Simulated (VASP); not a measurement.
# TaN (Fm-3m) in VASP: notebook

TaN is run at these levels: LDA; tasks: single point.

Everything below comes from runs of VASP 6.6.1. Logs are shortened: lines on timing, memory, paths and dates and some standing lists are left out, and cuts for length are marked.

## 1. The cell of the first run

It takes space group Fm-3m (No. 225, cubic). The conventional cell has a = 4.342 Å, b = 4.342 Å, c = 4.342 Å, α = 90.00°, β = 90.00°, γ = 90.00°. Within 2.9 Å of Ta (site symmetry m-3m) lie 6 N at 2.17 Å. N (site symmetry m-3m) has 6 Ta at 2.17 Å within 2.9 Å.

## 2. Single point, LDA

The input, INCAR:

```
SYSTEM = TaN
ALGO = Normal ; EDIFF = 1E-6
ENCUT = 700 ; GGA_COMPAT = .False.
ISIF = 2 ; ISMEAR = -1
LASPH = .True. ; LCHARG = .False.
LREAL = .False. ; LWAVE = .False.
NBANDS = 16 ; NELM = 120
PREC = Accurate ; SIGMA = 0.15
```

The input, KPOINTS:

```
k-points
0
Gamma
  16 16 16
  0 0 0
```

The input, POSCAR:

```
TaN
1.0
    0.0000000000      2.1708986267      2.1708986267
    2.1708986267      0.0000000000      2.1708986267
    2.1708986267      2.1708986267      0.0000000000
Ta N
1 1
Direct
    0.5000000000      0.5000000000      0.5000000000
    0.0000000000      0.0000000000      0.0000000000
```

Potentials or basis: VASP PAW LDA potentials, release 64 (Ta_sv_GW, N).

Started as:

```sh
$ cat potpaw_LDA.64/Ta_sv_GW/POTCAR potpaw_LDA.64/N/POTCAR > POTCAR
$ mpirun -np 1 vasp_std > vasp.out
```

OUTCAR:

```text
SYSTEM = TaN
   EDIFF = 1E-6
   ENCUT = 700
   ISIF = 2
   ISMEAR = -1
   LASPH = .True.
   LREAL = .False.
   NELM = 120
   PREC = Accurate

 ion  position               nearest neighbor table
   1  0.500  0.500  0.500-   2 2.17   2 2.17   2 2.17   2 2.17   2 2.17   2 2.17
   2  0.000  0.000  0.000-   1 2.17   1 2.17   1 2.17   1 2.17   1 2.17   1 2.17

  LATTYP: Found a face centered cubic cell.
 ALAT       =     4.3417972534

  Lattice vectors:

 A1 = (   0.0000000000,   2.1708986267,   2.1708986267)
 A2 = (   2.1708986267,   0.0000000000,   2.1708986267)
 A3 = (   2.1708986267,   2.1708986267,   0.0000000000)

Analysis of symmetry for initial positions (statically):
=====================================================================
 Subroutine PRICEL returns:
 Original cell was already a primitive cell.

 Routine SETGRP: Setting up the symmetry group for a
 face centered cubic supercell.

 Subroutine GETGRP returns: Found 48 space group operations
 (whereof 48 operations were pure point group operations)
 out of a pool of 48 trial point group operations.

The static configuration has the point symmetry O_h .

Analysis of symmetry for dynamics (positions and initial velocities):
=====================================================================
 Subroutine PRICEL returns:
 Original cell was already a primitive cell.

 Routine SETGRP: Setting up the symmetry group for a
 face centered cubic supercell.

 Subroutine GETGRP returns: Found 48 space group operations
 (whereof 48 operations were pure point group operations)
 out of a pool of 48 trial point group operations.

The dynamic configuration has the point symmetry O_h .

 Subroutine INISYM returns: Found 48 space group operations
 (whereof 48 operations are pure point group operations),
 and found     1 'primitive' translations

----------------------------------------------------------------------------------------

                                     Primitive cell

  volume of cell :      20.4620

  direct lattice vectors                    reciprocal lattice vectors
     0.000000000  2.170898627  2.170898627    -0.230319368  0.230319368  0.230319368
     2.170898627  0.000000000  2.170898627     0.230319368 -0.230319368  0.230319368
     2.170898627  2.170898627  0.000000000     0.230319368  0.230319368 -0.230319368

  length of vectors
     3.070114280  3.070114280  3.070114280     0.398924848  0.398924848  0.398924848

  position of ions in fractional coordinates (direct lattice)
[... 73 lines left out ...]
   ISPIN  =      1    spin polarized calculation?
   LNONCOLLINEAR =      F non collinear calculations
   LSORBIT =      F    spin-orbit coupling
   LASPH  =      T    aspherical Exc in radial PAW
   ENCUT  =  700.0 eV  51.45 Ry    7.17 a.u.   6.62  6.62  6.62*2*pi/ulx,y,z
   NELM   =    120;   NELMIN=  2; NELMDL= -5     # of ELM steps
   EDIFF  = 0.1E-05   stopping-criterion for ELM
   LREAL  =      F    real-space projection
   EDIFFG = 0.1E-04   stopping-criterion for IOM
   NSW    =      0    number of steps for IOM
   IBRION =     -1    ionic relax: 0-MD 1-quasi-New 2-CG
   NFREE  =      0    steps in history (QN), initial steepest desc. (CG)
   ISIF   =      2    stress and relaxation
   ISYM   =      2    0-nonsym 1-usesym 2-fastsym
   POTIM  = 0.5000    time-step for ionic-motion
   TEBEG  =    0.0;   TEEND  =   0.0 temperature during run
   PSTRESS=    0.0 pullay stress
   NELECT =      18.0000    total number of electrons
   NUPDOWN=      -1.0000    fix difference up-down
   EMIN   =  10.00;   EMAX   =-10.00  energy-range for DOS
   EFERMI =   0.00;   METHOD = LEGACY
   ISMEAR =    -1;   SIGMA  =   0.15  broadening in eV -4-tet -1-fermi 0-gaus
   EFERMI_NEDOS =   21; number of points for ismear=-14 and -15
   IALGO  =     38    algorithm
   IMIX   =      4    mixing-type and parameters
     AMIX     =   0.40;   BMIX     =  1.00
     AMIX_MAG =   1.60;   BMIX_MAG =  1.00
  volume/ion in A,a.u.               =      10.23        69.04
  Fermi-wavevector in a.u.,A,eV,Ry     =   1.568614  2.964251 33.477819  2.460550
  Thomas-Fermi vector in A             =   2.670619
   LORBIT       =      0    0 simple, 1 ext, 2 COOP (PROOUT), +10 PAW based schemes
   GGA     = CA    functional components
   LHFCALC =     F    Hartree Fock is set to
   AEXX    =    0.0000 exact exchange contribution
   IVDW    =     0    specifies the selected vdW correction
   LEPSILON=     F    determine dielectric tensor
   LRPA    =     F    only Hartree local field effects (RPA)
 non-spin polarized calculation
  energy-cutoff  :      700.00
  volume of cell :       20.46
 maximum number of plane-waves:       882
   NGX = 13   NGY = 13   NGZ = 13

 number of electron      17.9999999 magnetization

 Free energy of the ion-electron system (eV)
  ---------------------------------------------------
  ext. energy  EPLUGINS =         0.00000000
  ---------------------------------------------------
  free energy    TOTEN  =       -26.69826728 eV

  energy without entropy =      -26.63885892  energy(sigma->0) =      -26.66856310

 E-fermi :  14.0830     XC(G=0): -14.2864

 val. band max:       14.0675456881   @ k =  -0.3125   0.3750   0.1875
 cond. band min:      14.0868086253   @ k =  -0.3125   0.3125   0.1250
 fundamental gap:      0.0192629372
 Fermi energy:        14.0829672098

 k-point     1 :       0.0000    0.0000    0.0000
  band No.  band energies     occupation
      1     -54.9649      2.00000
      2     -21.3743      2.00000
      3     -21.3743      2.00000
      4     -21.3743      2.00000
      5      -4.8119      2.00000
      6      10.2150      2.00000
[... 433 lines left out ...]
      3     -21.4004      2.00000
      4     -21.3766      2.00000
      5      -4.5406      2.00000
      6       8.9763      2.00000
[... 8 lines left out ...]
     15      24.1418      0.00000
     16      35.8393      0.00000

 [... further k-points ...]
[... 5 lines left out ...]
  --------------------------------------------------------------------------------------
  -------------------------------------------------------------------------------------
  Total        0.3985103      0.3985103      0.3985103     -0.0000000     -0.0000000      0.0000000
  in kB       31.2033737     31.2033737     31.2033737     -0.0000000     -0.0000000      0.0000000
  external PRESSURE =      31.2033737 kB  Pullay stress =       0.0000000 kB

 VOLUME and BASIS-vectors are now :
 -----------------------------------------------------------------------------
  energy-cutoff  :      700.00
  volume of cell :       20.46
      direct lattice vectors                 reciprocal lattice vectors
     0.000000000  2.170898627  2.170898627    -0.230319368  0.230319368  0.230319368
     2.170898627  0.000000000  2.170898627     0.230319368 -0.230319368  0.230319368
     2.170898627  2.170898627  0.000000000     0.230319368  0.230319368 -0.230319368

 POSITION                                       TOTAL-FORCE (eV/Angst)
 -----------------------------------------------------------------------------------
      2.17090      2.17090      2.17090        -0.000000     -0.000000     -0.000000
      0.00000      0.00000      0.00000         0.000000      0.000000      0.000000
 -----------------------------------------------------------------------------------
    total drift:                                0.000000      0.000000      0.000000

  FREE ENERGIE OF THE ION-ELECTRON SYSTEM (eV)
  ---------------------------------------------------
  free  energy   TOTEN  =       -26.6982672799 eV

  energy  without entropy=      -26.6388589215  energy(sigma->0) =      -26.66856310
```

OSZICAR:

```text
N       E                     dE             d eps       ncg     rms          rms(c)
DAV:   1     0.125593008364E+03    0.12559E+03   -0.13356E+04  4640   0.145E+03
DAV:   2    -0.254683475245E+02   -0.15106E+03   -0.14516E+03  6792   0.337E+02
DAV:   3    -0.307601247259E+02   -0.52918E+01   -0.52825E+01  5304   0.591E+01
DAV:   4    -0.308834721640E+02   -0.12335E+00   -0.12335E+00  6712   0.626E+00
DAV:   5    -0.308861545577E+02   -0.26824E-02   -0.26824E-02  5480   0.644E-01    0.470E+01
DAV:   6    -0.268877630047E+02    0.39984E+01   -0.88693E+00  4936   0.255E+01    0.477E+01
DAV:   7    -0.267568396844E+02    0.13092E+00   -0.40962E-01  5080   0.528E+00    0.243E+01
DAV:   8    -0.266996946800E+02    0.57145E-01   -0.14257E-01  5480   0.290E+00    0.194E+00
DAV:   9    -0.266984287844E+02    0.12659E-02   -0.34598E-03  5600   0.569E-01    0.334E-01
DAV:  10    -0.266982866630E+02    0.14212E-03   -0.13900E-03  4928   0.364E-01    0.215E-01
DAV:  11    -0.266983141834E+02   -0.27520E-04   -0.23056E-04  5096   0.135E-01    0.603E-02
DAV:  12    -0.266982669402E+02    0.47243E-04   -0.97227E-05  5032   0.833E-02    0.291E-02
DAV:  13    -0.266982672799E+02   -0.33963E-06   -0.47946E-06  5464   0.179E-02
   1 F= -.26698267E+02 E0= -.26668563E+02  d E =-.594084E-01
```

stdout:

```text
POSCAR found type information on POSCAR TaN
 POSCAR found :  2 types and       2 ions
 scaLAPACK will be used
 LDA part: xc-table for (Slater(with rela. corr.)+CA(PZ))
 , standard interpolation
 POSCAR, INCAR and KPOINTS ok, starting setup
 FFT: planning ... GRIDC
 FFT: planning ... GRID_SOFT
 FFT: planning ... GRID
 WAVECAR not read
 entering main loop
```

Run time: 39 s. Hardware: 1 thread of Intel Xeon Platinum 8488C (Sapphire Rapids), shared host; peak memory 0.21 GiB.

What came out:

| Property | Result |
| --- | --- |
| Free energy | -26.6983 eV |
| Pressure | 3.1 GPa |
| Band gap on the k mesh | zero (bands 9 and 10 overlap by 4.24 eV) |

Levels at points of the mesh, in eV from the Fermi level:
| k point | band 5 | band 6 | band 7 | band 8 | band 9 | band 10 | band 11 | band 12 | band 13 | band 14 |
| --- | --- | --- | --- | --- | --- | --- | --- | --- | --- | --- |
| (0.00, 0.00, 0.00) | -18.89 | -3.87 | -3.87 | -3.87 | -2.23 | -2.23 | -2.23 | 0.03 | 0.03 | 2.06 |
| (0.50, 0.00, 0.00) | -15.55 | -10.63 | -7.84 | -7.84 | 2.02 | 2.02 | 2.12 | 4.05 | 7.93 | 7.93 |
| (0.50, 0.50, 0.00) | -17.64 | -6.59 | -5.72 | -4.64 | -4.64 | 2.20 | 3.77 | 3.77 | 5.05 | 7.24 |

Caveat: the cell stands under pressure; spin-orbit coupling is left out, which moves the levels of the heavy elements.

## 3. Single point, LDA

This run uses another cell than the first one, of 9.98 Å³/atom.

The input, INCAR:

```
PREC = Accurate
ENCUT = 700
EDIFF = 1E-6
ISMEAR = -1
SIGMA = 0.15
LREAL = F
LASPH = T
NELM = 120
ALGO = Normal
ISIF = 2
LWAVE = F
LCHARG = T
GGA = CA
LELF = T
LVHAR = T
NBANDS = 16
GGA_COMPAT = F
```

The input, KPOINTS:

```
regular mesh
0
Gamma
  16 16 16
```

The input, POSCAR:

```
TaN
1.0
    0.0000000000      2.1530871635      2.1530871635
    2.1530871635      0.0000000000      2.1530871635
    2.1530871635      2.1530871635      0.0000000000
Ta N
1 1
Direct
    0.5000000000      0.5000000000      0.5000000000
    0.0000000000      0.0000000000      0.0000000000
```

Potentials or basis: VASP PAW LDA potentials, release 64 (Ta_sv_GW, N).

Started as:

```sh
$ cat potpaw_LDA.64/Ta_sv_GW/POTCAR potpaw_LDA.64/N/POTCAR > POTCAR
$ mpirun -np 1 vasp_std > vasp.out
```

OUTCAR:

```text
PREC = Accurate
   ENCUT = 700
   EDIFF = 1E-6
   ISMEAR = -1
   LREAL = F
   LASPH = T
   NELM = 120
   ISIF = 2
   GGA = CA

 ion  position               nearest neighbor table
   1  0.500  0.500  0.500-   2 2.15   2 2.15   2 2.15   2 2.15   2 2.15   2 2.15
   2  0.000  0.000  0.000-   1 2.15   1 2.15   1 2.15   1 2.15   1 2.15   1 2.15

  LATTYP: Found a face centered cubic cell.
 ALAT       =     4.3061743270

  Lattice vectors:

 A1 = (   0.0000000000,   2.1530871635,   2.1530871635)
 A2 = (   2.1530871635,   0.0000000000,   2.1530871635)
 A3 = (   2.1530871635,   2.1530871635,   0.0000000000)

Analysis of symmetry for initial positions (statically):
=====================================================================
 Subroutine PRICEL returns:
 Original cell was already a primitive cell.

 Routine SETGRP: Setting up the symmetry group for a
 face centered cubic supercell.

 Subroutine GETGRP returns: Found 48 space group operations
 (whereof 48 operations were pure point group operations)
[... 155 lines left out ...]
 Free energy of the ion-electron system (eV)
  ---------------------------------------------------
  ext. energy  EPLUGINS =         0.00000000
  ---------------------------------------------------
  free energy    TOTEN  =       -26.67182889 eV

  energy without entropy =      -26.61417182  energy(sigma->0) =      -26.64300035

 E-fermi :  14.4824     XC(G=0): -14.4322

 val. band max:       14.4641770273   @ k =  -0.3125   0.3750   0.1875
 cond. band min:      14.4834950861   @ k =  -0.3125   0.3125   0.1250
 fundamental gap:      0.0193180588
 Fermi energy:        14.4823995290

 k-point     1 :       0.0000    0.0000    0.0000
  band No.  band energies     occupation
      1     -54.5294      2.00000
      2     -20.9288      2.00000
      3     -20.9288      2.00000
      4     -20.9288      2.00000
      5      -4.6155      2.00000
      6      10.5444      2.00000
[... 433 lines left out ...]
      3     -20.9573      2.00000
      4     -20.9310      2.00000
      5      -4.3305      2.00000
      6       9.2824      2.00000
[... 8 lines left out ...]
     15      24.5654      0.00000
     16      36.6728      0.00000

 [... further k-points ...]
[... 5 lines left out ...]
  --------------------------------------------------------------------------------------
  -------------------------------------------------------------------------------------
  Total        1.6547748      1.6547748      1.6547748      0.0000000      0.0000000      0.0000000
  in kB      132.8111810    132.8111810    132.8111810      0.0000000      0.0000000      0.0000000
  external PRESSURE =     132.8111810 kB  Pullay stress =       0.0000000 kB

 VOLUME and BASIS-vectors are now :
 -----------------------------------------------------------------------------
  energy-cutoff  :      700.00
  volume of cell :       19.96
      direct lattice vectors                 reciprocal lattice vectors
     0.000000000  2.153087163  2.153087163    -0.232224690  0.232224690  0.232224690
     2.153087163  0.000000000  2.153087163     0.232224690 -0.232224690  0.232224690
     2.153087163  2.153087163  0.000000000     0.232224690  0.232224690 -0.232224690

 POSITION                                       TOTAL-FORCE (eV/Angst)
 -----------------------------------------------------------------------------------
      2.15309      2.15309      2.15309        -0.000000     -0.000000      0.000000
      0.00000      0.00000      0.00000         0.000000      0.000000     -0.000000
 -----------------------------------------------------------------------------------
    total drift:                                0.000000      0.000000      0.000000

  FREE ENERGIE OF THE ION-ELECTRON SYSTEM (eV)
  ---------------------------------------------------
  free  energy   TOTEN  =       -26.6718288910 eV

  energy  without entropy=      -26.6141718177  energy(sigma->0) =      -26.64300035
```

stdout:

```text
POSCAR found type information on POSCAR TaN
 POSCAR found :  2 types and       2 ions
 scaLAPACK will be used
 LDA part: xc-table for (Slater(with rela. corr.)+CA(PZ))
 , standard interpolation
 POSCAR, INCAR and KPOINTS ok, starting setup
 FFT: planning ... GRIDC
 FFT: planning ... GRID_SOFT
 FFT: planning ... GRID
 WAVECAR not read
 entering main loop
```

It took 66 s on 1 thread of AMD EPYC 7R13 (Zen 3), shared host; peak memory 0.18 GiB.

Results:

```yaml
Free_energy: -26.6718 eV
Pressure: 13.3 GPa
Band_gap_on_the_k_mesh: zero (bands 9 and 10 overlap by 4.40 eV)
```

Caveat: the cell stands under pressure; spin-orbit coupling is left out, which moves the levels of the heavy elements.
